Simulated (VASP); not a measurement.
# PtS2 (C2/m) in VASP: a series of runs, part 2 of 2

VASP 6.6.1. The steps go on from the part before.

## (3) Single point, PBE (strain -0.1000 x Voigt [1, 0, 0, 0, 0, 0])

INCAR reads:

```
  ALGO = Normal
  EDIFF = 1E-6
  ENCUT = 520
  GGA = PE
  ISIF = 2
  ISMEAR = 0
  LASPH = T
  LCHARG = T
  LELF = T
  LREAL = F
  LVHAR = T
  LWAVE = F
  NBANDS = 18
  NELM = 100
  PREC = Accurate
  SIGMA = 0.05
```

KPOINTS reads:

```
k-points
0
Gamma
  12 12 8
```

POSCAR reads:

```
PtS2
1.0
    3.1888795282      0.0000000000      0.0000000000
   -1.5944397641      3.0685007567      0.0000000000
    0.0000000000      0.0000000000      5.0388000000
Pt S
1 2
Direct
    0.0000000000      0.0000000000      0.0000000000
    0.3333333333      0.6666666667      0.2500000000
    0.6666666667      0.3333333333      0.7500000000
```

Potentials or basis: VASP PAW PBE potentials, release 64 (Pt, S).

On the command line:

```bash
$ cat potpaw_PBE.64/Pt/POTCAR potpaw_PBE.64/S/POTCAR > POTCAR
$ mpirun -np 1 vasp_std > vasp.out
```

OUTCAR:

```text
EDIFF = 1E-6
   ENCUT = 520
   GGA = PE
   ISIF = 2
   ISMEAR = 0
   LASPH = T
   LREAL = F
   NELM = 100
   PREC = Accurate

 ion  position               nearest neighbor table
   1  0.000  0.000  0.000-   2 2.27   3 2.27   3 2.27   2 2.27   3 2.40   2 2.40
   2  0.333  0.667  0.250-   1 2.27   1 2.27   1 2.40
   3  0.667  0.333  0.750-   1 2.27   1 2.27   1 2.40

  LATTYP: Found a base centered orthorhombic cell.
 ALAT       =     3.1888795282
 B/A-ratio  =     1.9245008973
 C/A-ratio  =     1.5801161365

  Lattice vectors:

 A1 = (   1.5944397641,  -3.0685007567,   0.0000000000)
 A2 = (   1.5944397641,   3.0685007567,   0.0000000000)
 A3 = (   0.0000000000,   0.0000000000,   5.0388000000)

Analysis of symmetry for initial positions (statically):
=====================================================================
 Subroutine PRICEL returns:
 Original cell was already a primitive cell.

 Routine SETGRP: Setting up the symmetry group for a
 base centered orthorhombic supercell.

 Subroutine GETGRP returns: Found  4 space group operations
[... 160 lines left out ...]
  ---------------------------------------------------
  ext. energy  EPLUGINS =         0.00000000
  ---------------------------------------------------
  free energy    TOTEN  =       -14.68103280 eV

  energy without entropy =      -14.68103262  energy(sigma->0) =      -14.68103271

 E-fermi :   8.6133     XC(G=0): -11.2104

 val. band max:        8.4814914873   @ k =  -0.1667  -0.0000   0.2500
 cond. band min:       8.7389491642   @ k =   0.5000   0.2500   0.0000
 fundamental gap:      0.2574576769
 Fermi energy:         8.6132605600

 k-point     1 :       0.0000    0.0000    0.0000
  band No.  band energies     occupation
      1      -7.8562      2.00000
      2      -4.6227      2.00000
      3       0.2708      2.00000
      4       1.0284      2.00000
      5       1.3709      2.00000
      6       3.7179      2.00000
[... 481 lines left out ...]
      5       2.4036      2.00000
      6       3.1874      2.00000
[... 10 lines left out ...]
     17      17.8407      0.00000
     18      19.6059      0.00000

 [... further k-points ...]
[... 5 lines left out ...]
  --------------------------------------------------------------------------------------
  -------------------------------------------------------------------------------------
  Total       12.4998609      5.4647153      4.9261007      0.0000000     -2.9315180      0.0000000
  in kB      406.1853855    177.5769752    160.0745901      0.0000000    -95.2602426      0.0000000
  external PRESSURE =     247.9456503 kB  Pullay stress =       0.0000000 kB

 VOLUME and BASIS-vectors are now :
 -----------------------------------------------------------------------------
  energy-cutoff  :      520.00
  volume of cell :       49.31
      direct lattice vectors                 reciprocal lattice vectors
     3.188879528  0.000000000  0.000000000     0.313589771  0.162946025  0.000000000
    -1.594439764  3.068500757  0.000000000     0.000000000  0.325892049  0.000000000
     0.000000000  0.000000000  5.038800000     0.000000000  0.000000000  0.198459951

 POSITION                                       TOTAL-FORCE (eV/Angst)
 -----------------------------------------------------------------------------------
      0.00000      0.00000      0.00000         0.000000     -0.000000      0.000000
     -0.00000      2.04567      1.25970        -0.000000     -0.939059      1.195018
      1.59444      1.02283      3.77910         0.000000      0.939059     -1.195018
 -----------------------------------------------------------------------------------
    total drift:                               -0.000000      0.000000      0.000000

  FREE ENERGIE OF THE ION-ELECTRON SYSTEM (eV)
  ---------------------------------------------------
  free  energy   TOTEN  =       -14.6810328030 eV

  energy  without entropy=      -14.6810326177  energy(sigma->0) =      -14.68103271
```

stdout:

```text
POSCAR found type information on POSCAR PtS
 POSCAR found :  2 types and       3 ions
 scaLAPACK will be used
 LDA part: xc-table for (Slater+PW92), standard interpolation
 POSCAR, INCAR and KPOINTS ok, starting setup
 FFT: planning ... GRIDC
 FFT: planning ... GRID_SOFT
 FFT: planning ... GRID
 WAVECAR not read
 entering main loop
```

It took 3.2 min on 1 thread of AMD EPYC 9R45 (Zen 5), shared host; peak memory 0.35 GiB.

Results:

| Quantity | Value |
| --- | --- |
| Free energy | -14.6810 eV |
| Pressure | 24.8 GPa |
| Largest force | 1.520 eV/Å |
| Band gap on the k mesh | 0.26 eV, indirect (least direct gap 0.94 eV) |

Forces in eV/Å, atoms in the order of the input:
```
Pt   0.000  0.000  0.000
S    0.000 -0.939  1.195
S    0.000  0.939 -1.195
```

Stress tensor (GPa, compression positive):
```
40.62  0.00  0.00
 0.00 17.76 -9.53
 0.00 -9.53 16.01
```

Caveat: the cell differs from its parent crystal (strain -0.1000 x Voigt [1, 0, 0, 0, 0, 0]); spin-orbit coupling is left out, which moves the levels of the heavy elements; forces of over 1 eV/Å act on the atoms, so gaps and moduli don't describe the material at rest.

## (4) Single point, PBE (strain -0.0750 x Voigt [1, 0, 0, 0, 0, 0])

INCAR reads:

```
  PREC = Accurate
  ENCUT = 520
  EDIFF = 1E-7
  ISMEAR = 0
  SIGMA = 0.05
  LREAL = F
  LASPH = T
  NELM = 80
  ALGO = Normal
  ISIF = 2
  LWAVE = F
  LCHARG = F
  GGA = PE
  NBANDS = 18
```

KPOINTS reads:

```
regular mesh
0
Gamma
  12 12 8
```

POSCAR reads:

```
PtS2
1.0
    3.2774595151      0.0000000000      0.0000000000
   -1.6387297576      3.0685007567      0.0000000000
    0.0000000000      0.0000000000      5.0388000000
Pt S
1 2
Direct
    0.0000000000      0.0000000000      0.0000000000
    0.3333333333      0.6666666667      0.2500000000
    0.6666666667      0.3333333333      0.7500000000
```

On the command line:

```bash
$ cat potpaw_PBE.64/Pt/POTCAR potpaw_PBE.64/S/POTCAR > POTCAR
$ mpirun -np 1 vasp_std > vasp.out
```

It took 4.1 min on 1 thread of AMD EPYC 9R45 (Zen 5), shared host; peak memory 0.36 GiB.

Results (log left out):

| Item | Value |
| --- | --- |
| Free energy | -14.9782 eV |
| Pressure | 17.6 GPa |
| Largest force | 0.929 eV/Å |
| Band gap on the k mesh | 0.37 eV, indirect (least direct gap 0.91 eV) |

Forces on the atoms (eV/Å):
```
Pt   0.000  0.000  0.000
S    0.000 -0.616  0.695
S    0.000  0.616 -0.695
```

Stress tensor (GPa, compression positive):
```
29.05  0.00  0.00
 0.00 12.97 -6.17
 0.00 -6.17 10.70
```

Levels at points of the mesh, in eV from the valence-band top:
```tsv
k point	band 7	band 8	band 9	band 10	band 11	band 12	band 13	band 14	band 15	band 16
(0.00, 0.00, 0.00)	-4.07	-2.61	-1.37	-0.89	-0.18	1.80	2.18	4.50	6.02	7.43
(0.50, 0.00, 0.00)	-3.85	-3.55	-3.51	-3.21	-2.46	1.48	2.66	5.48	5.90	7.58
(0.00, 0.50, 0.00)	-4.18	-3.33	-3.17	-2.84	-2.82	1.17	2.83	6.05	6.79	8.10
(0.00, 0.00, 0.50)	-4.09	-3.34	-1.65	-1.28	-1.20	2.51	2.87	5.32	7.31	7.55
(0.50, 0.00, 0.50)	-3.72	-3.39	-3.06	-2.64	-1.79	1.37	2.77	4.84	4.85	7.00
(0.00, 0.50, 0.50)	-3.75	-3.34	-3.10	-2.33	-1.76	1.79	2.22	5.20	5.30	6.88
```

Caveat: the cell differs from its parent crystal (strain -0.0750 x Voigt [1, 0, 0, 0, 0, 0]); spin-orbit coupling is left out, which moves the levels of the heavy elements.

## (5) The runs side by side

| cell | gap on the mesh (eV) | pressure (GPa) | largest force (eV/Å) |
| --- | --- | --- | --- |
| a = 3.809, b = 3.611, c = 5.039 Å, angles 90.0, 90.0, 121.8°, 3 atoms | 0.21 | -7.2 | 0.98 |
| a = 3.189, b = 3.458, c = 5.039 Å, angles 90.0, 90.0, 117.5°, 3 atoms | 0.26 | 24.8 | 1.52 |
| a = 3.277, b = 3.479, c = 5.039 Å, angles 90.0, 90.0, 118.1°, 3 atoms | 0.37 | 17.6 | 0.93 |

Alike in all rows: task single point; level PBE; potentials or basis VASP PAW PBE potentials, release 64 (Pt, S); no spin polarisation; k mesh 12 × 12 × 8; cutoff (eV) 520; smearing gaussian 0.05 eV.

Caveats: spin-orbit coupling is left out, which moves the levels of the heavy elements; forces of over 1 eV/Å act on the atoms, so gaps and moduli don't describe the material at rest (some runs).

Absolute energies hang on the potentials; compare differences alone.
